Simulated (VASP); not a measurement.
# SiNi2 (P6_3/mmc) in VASP: vibrations by perturbation theory with PBE

Aim: the vibrations by perturbation theory of SiNi2 with PBE.

All numbers are computed with VASP 6.6.1; they aren't measurements. Logs are shortened: lines on timing, memory, paths and dates and some standing lists are left out, and cuts for length are marked.

## Step 1: The cell of the first run

It takes space group P6_3/mmc (No. 194, hexagonal). The conventional cell has a = 3.914 Å, b = 3.914 Å, c = 4.994 Å, α = 90.00°, β = 90.00°, γ = 120.00°. Within 3.0 Å of Si (site symmetry -6m2) lie 11 Ni at 2.26 to 2.58 Å. Within 3.3 Å of Ni (site symmetry -3m) lie 8 Ni at 2.50 to 2.58 Å and 6 Si at 2.58 Å. Ni (site symmetry -6m2) has 5 Si at 2.26 to 2.50 Å and 6 Ni at 2.58 Å within 3.0 Å.

## Step 2: Vibrations by perturbation theory, PBE

The input, INCAR:

```
PREC = Accurate ; ENCUT = 600
EDIFF = 1E-8 ; ISMEAR = -1
SIGMA = 0.15 ; LREAL = F
LASPH = T ; NELM = 120
ALGO = Normal ; ISIF = 2
LWAVE = F ; LCHARG = F
GGA = PE ; IBRION = 8
NSW = 1 ; GGA_COMPAT = F
KPAR = 4
```

The input, KPOINTS:

```
regular mesh
0
Gamma
  12 12 8
```

The input, POSCAR:

```
SiNi2
1.0
    3.9139192283      0.0000000000      0.0000000000
   -1.9569596142      3.3895534800      0.0000000000
    0.0000000000      0.0000000000      4.9941756778
Si Ni
2 4
Direct
    0.3333333333      0.6666666667      0.7500000000
    0.6666666667      0.3333333333      0.2500000000
    0.0000000000      0.0000000000      0.0000000000
    0.0000000000      0.0000000000      0.5000000000
    0.3333333333      0.6666666667      0.2500000000
    0.6666666667      0.3333333333      0.7500000000
```

Potentials or basis: VASP PAW PBE potentials, release 64 (Si, Ni).

Run with:

```bash
$ cat potpaw_PBE.64/Si/POTCAR potpaw_PBE.64/Ni/POTCAR > POTCAR
$ mpirun -np 4 vasp_std > vasp.out
```

OUTCAR:

```text
PREC = Accurate
   ENCUT = 600
   EDIFF = 1E-8
   ISMEAR = -1
   LREAL = F
   LASPH = T
   NELM = 120
   ISIF = 2
   GGA = PE
   IBRION = 8
   NSW = 1

 ion  position               nearest neighbor table
   1  0.333  0.667  0.750-   6 2.26   6 2.26   6 2.26   5 2.50   5 2.50   3 2.58   4 2.58   4 2.58
                             3 2.58   4 2.58   3 2.58
   2  0.667  0.333  0.250-   5 2.26   5 2.26   5 2.26   6 2.50   6 2.50   3 2.58   4 2.58   3 2.58
                             4 2.58   3 2.58   4 2.58
   3  0.000  0.000  0.000-   4 2.50   4 2.50   1 2.58   5 2.58   6 2.58   2 2.58   1 2.58   5 2.58
                             2 2.58   6 2.58   2 2.58   6 2.58   1 2.58   5 2.58
   4  0.000  0.000  0.500-   3 2.50   3 2.50   1 2.58   5 2.58   6 2.58   2 2.58   1 2.58   5 2.58
                             2 2.58   6 2.58   2 2.58   6 2.58   1 2.58   5 2.58
   5  0.333  0.667  0.250-   2 2.26   2 2.26   2 2.26   1 2.50   1 2.50   3 2.58   4 2.58   4 2.58
                             3 2.58   4 2.58   3 2.58
   6  0.667  0.333  0.750-   1 2.26   1 2.26   1 2.26   2 2.50   2 2.50   3 2.58   4 2.58   3 2.58
                             4 2.58   3 2.58   4 2.58

  LATTYP: Found a hexagonal cell.
 ALAT       =     3.9139192283
 C/A-ratio  =     1.2760037667

  Lattice vectors:

[... 1007 lines left out ...]
  x    -0.00000     0.00000     0.00000     2.57448     0.00000     0.00000
  y     2.57448    -2.57448     0.00000     0.00000     0.00000     0.00000
  z     0.00000    -0.00000     0.00000     0.00000     0.00000     0.00000

 SECOND DERIVATIVES (NOT SYMMETRIZED)
 ------------------------------------
               1X          1Y          1Z          2X          2Y          2Z          3X          3Y          3Z          4X          4Y          4Z          5X          5Y          5Z          6X          6Y          6Z
  1X   -10.965163    0.000000    0.000000    0.576922   -0.000000    0.000000    0.887048   -0.000000    0.000000    0.887048   -0.000000   -0.000000   -0.253319    0.000000    0.000000    8.867463   -0.000000    0.000000
  1Y     0.000000  -10.965163    0.000000   -0.000000    0.576922    0.000000   -0.000000    0.887048    0.000000   -0.000000    0.887048   -0.000000    0.000000   -0.253319    0.000000   -0.000000    8.867463    0.000000
  1Z    -0.000000    0.000000   -3.710491   -0.000000   -0.000000    1.684147    0.000000    0.000000    0.600430    0.000000    0.000000    0.600430    0.000000    0.000000    2.118732    0.000000    0.000000   -1.293248
  2X     0.576922   -0.000000    0.000000  -10.965163    0.000000    0.000000    0.887048   -0.000000    0.000000    0.887048   -0.000000   -0.000000    8.867463   -0.000000    0.000000   -0.253319    0.000000    0.000000
  2Y    -0.000000    0.576922    0.000000    0.000000  -10.965163    0.000000   -0.000000    0.887048    0.000000   -0.000000    0.887048   -0.000000   -0.000000    8.867463    0.000000    0.000000   -0.253319    0.000000
  2Z    -0.000000   -0.000000    1.684147   -0.000000    0.000000   -3.710491    0.000000    0.000000    0.600430    0.000000    0.000000    0.600430    0.000000    0.000000   -1.293248    0.000000    0.000000    2.118732
  3X     0.887566   -0.000000    0.000000    0.887566   -0.000000    0.000000   -4.988790    0.000000    0.000000   -0.865538    0.000000    0.000000    2.039598   -0.000000    0.000000    2.039598   -0.000000    0.000000
  3Y    -0.000000    0.887566    0.000000   -0.000000    0.887566    0.000000    0.000000   -4.988790    0.000000    0.000000   -0.865538    0.000000   -0.000000    2.039598    0.000000   -0.000000    2.039598    0.000000
  3Z    -0.000000    0.000000    0.599379   -0.000000    0.000000    0.599379    0.000000    0.000000  -11.218432    0.000000    0.000000    6.644559   -0.000000   -0.000000    1.687558   -0.000000   -0.000000    1.687558
  4X     0.887566   -0.000000    0.000000    0.887566   -0.000000    0.000000   -0.865538    0.000000    0.000000   -4.988790    0.000000    0.000000    2.039598   -0.000000    0.000000    2.039598   -0.000000    0.000000
  4Y    -0.000000    0.887566    0.000000   -0.000000    0.887566    0.000000    0.000000   -0.865538    0.000000    0.000000   -4.988790    0.000000   -0.000000    2.039598    0.000000   -0.000000    2.039598    0.000000
  4Z    -0.000000   -0.000000    0.599379    0.000000   -0.000000    0.599379    0.000000    0.000000    6.644559    0.000000    0.000000  -11.218432    0.000000    0.000000    1.687558    0.000000    0.000000    1.687558
  5X    -0.254528    0.000000    0.000000    8.869354   -0.000000    0.000000    2.038533   -0.000000    0.000000    2.038533   -0.000000    0.000000  -12.360192    0.000000    0.000000   -0.331701    0.000000    0.000000
  5Y     0.000000   -0.254528    0.000000   -0.000000    8.869354    0.000000   -0.000000    2.038533    0.000000   -0.000000    2.038533    0.000000    0.000000  -12.360192    0.000000    0.000000   -0.331701    0.000000
  5Z     0.000000    0.000000    2.086733    0.000000    0.000000   -1.276322    0.000000    0.000000    1.680535    0.000000    0.000000    1.680535    0.000000    0.000000   -5.040261    0.000000    0.000000    0.868780
  6X     8.869354   -0.000000    0.000000   -0.254528    0.000000    0.000000    2.038533   -0.000000    0.000000    2.038533   -0.000000    0.000000   -0.331701    0.000000    0.000000  -12.360192    0.000000    0.000000
  6Y    -0.000000    8.869354    0.000000    0.000000   -0.254528    0.000000   -0.000000    2.038533    0.000000   -0.000000    2.038533    0.000000    0.000000   -0.331701    0.000000    0.000000  -12.360192    0.000000
  6Z     0.000000    0.000000   -1.276322    0.000000    0.000000    2.086733    0.000000    0.000000    1.680535    0.000000    0.000000    1.680535    0.000000    0.000000    0.868780    0.000000    0.000000   -5.040261

 Eigenvectors and eigenvalues of the dynamical matrix
 ----------------------------------------------------

   1 f  =   11.648000 THz    73.186542 2PiTHz  388.535457 cm-1    48.172235 meV
             X         Y         Z           dx          dy          dz
     -0.000000  2.259702  3.745632     0.565602   -0.185150    0.000000
      1.956960  1.129851  1.248544    -0.565602    0.185150    0.000000
      0.000000  0.000000  0.000000     0.000000    0.000000    0.000000
      0.000000  0.000000  2.497088     0.000000    0.000000   -0.000000
     -0.000000  2.259702  1.248544     0.362907   -0.118797   -0.000000
      1.956960  1.129851  3.745632    -0.362907    0.118797    0.000000
[... 145 lines left out ...]
  18 f/i=    0.010716 THz     0.067333 2PiTHz    0.357461 cm-1     0.044319 meV
             X         Y         Z           dx          dy          dz
     -0.000000  2.259702  3.745632     0.000000    0.000000    0.309567
      1.956960  1.129851  1.248544     0.000000    0.000000    0.309567
      0.000000  0.000000  0.000000     0.000000    0.000000    0.448891
      0.000000  0.000000  2.497088     0.000000    0.000000    0.448891
     -0.000000  2.259702  1.248544     0.000000    0.000000    0.450183
      1.956960  1.129851  3.745632     0.000000    0.000000    0.450183

--------------------------------------------------------------------------------------------------------

 ELASTIC MODULI CONTR FROM IONIC RELAXATION (kBar)
 Direction    XX          YY          ZZ          XY          YZ          ZX
 --------------------------------------------------------------------------------
 XX        -567.6806    567.6806      0.0000      0.0000      0.0000     -0.0000
 YY         567.6806   -567.6806     -0.0000      0.0000     -0.0000      0.0000
 ZZ           0.0000     -0.0000     -0.0000      0.0000      0.0000     -0.0000
 XY           0.0000      0.0000      0.0000   -567.6806     -0.0000      0.0000
 YZ           0.0000     -0.0000      0.0000     -0.0000     -0.0000      0.0000
 ZX          -0.0000      0.0000     -0.0000      0.0000      0.0000     -0.0000
 --------------------------------------------------------------------------------
```

It took 42 min on 4 MPI ranks of Oxide Virtual Turin-like, shared host; peak memory 1.5 GiB.

Results:

| Item | Value |
| --- | --- |
| Highest phonon frequency at Γ | 389 cm⁻¹ |

Phonon frequencies in cm⁻¹ (negative: imaginary):
```tsv
q point	frequencies
(0.000, 0.000, 0.000)	0 0 0 118 129 129 138 138 155 190 213 213 256 288 376 376 389 389
```
